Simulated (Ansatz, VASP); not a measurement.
# As: VASP beside Ansatz

```
As
1.0
     3.57134    0.00000    0.00000
    -1.78567    3.09287    0.00000
     0.00000    0.00000   20.29528
As
4
Direct
  0.33333 0.66667 0.29059
  0.66667 0.33333 0.22173
  0.66667 0.33333 0.54275
  0.33333 0.66667 0.47389
```

Alike in both runs: task single point; functional PBE; dispersion D3(BJ); k mesh 9 × 9 × 1; occupations gaussian, width 0.05 eV; no spin polarisation.

|  | VASP | Ansatz |
| --- | --- | --- |
| version | VASP 6.6.1 | Ansatz 0.2.0 |
| potentials or method | VASP PAW PBE potentials, release 64 (As), cutoff 520 eV | scalar-relativistic, plane waves, PAW |
| valence electrons in the cell | 20 | 60 |

Ansatz gave:

```
gap on the k mesh at the Fermi level (eV) : 1.22
least direct gap on the mesh (eV)         : 1.70
rms of the force components (eV/Å)        : 0.013
```

Problem. Estimate VASP's values.

Solution. gap on the k mesh at the Fermi level (eV): 1.20; least direct gap on the mesh (eV): 1.68; rms of the force components (eV/Å): 0.049.

Atom by atom the forces differ by 0.053 eV/Å (rms over components). VASP's potentials hold 20 valence electrons a cell and Ansatz's 60, so a difference there can come from the potentials and not from the codes.
